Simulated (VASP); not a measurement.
Write the native input for VASP 6.6.1 that does the following.

```yaml
Task: single point
Functional: PBE
Potentials_or_basis: VASP PAW PBE potentials, release 64 (Sn_d)
Cutoff: 520 eV
k_mesh: 6 × 6 × 6
Occupations: fermi-dirac, width 0.02 eV
Spin: no spin polarisation
Dipole_correction: no
Further_INCAR_settings: ALGO = Normal; EDIFF = 1e-06; NBANDS = 21
```

The structure of Sn lies in POSCAR:

```
Sn
1.0
    0.0000000000      3.2844877107      3.2844877107
    3.2844877107      0.0000000000      3.2844877107
    3.2844877107      3.2844877107      0.0000000000
Sn
2
Direct
    0.0000000000      0.0000000000      0.0000000000
    0.2500000000      0.2500000000      0.2500000000
```

These files were run (other wordings do the same):

INCAR

```
PREC = Accurate ; ENCUT = 520
EDIFF = 1E-6 ; ISMEAR = -1
SIGMA = 0.02 ; LREAL = F
LASPH = T ; NELM = 100
ALGO = Normal ; ISIF = 2
LWAVE = F ; LCHARG = F
GGA = PE ; NBANDS = 21
```

KPOINTS

```
Automatic mesh
0
Gamma
  6 6 6
```

Potentials or basis: VASP PAW PBE potentials, release 64 (Sn_d).

The run is started by

```sh
$ cat potpaw_PBE.64/Sn_d/POTCAR > POTCAR
$ mpirun -np 1 vasp_std > vasp.out
```

It gave:

```
Pressure               : 1.5 GPa
Band gap on the k mesh : zero (band 14 reaches 5.36 eV, above the bottom of band 15 at 5.19 eV)
```

Caveat: spin-orbit coupling is left out, which moves the levels of the heavy elements.

It took 35 s on 1 thread of AMD EPYC 7R43 64-Core Processor (Zen 3), with other jobs on the host, peak memory 0.17 GiB.
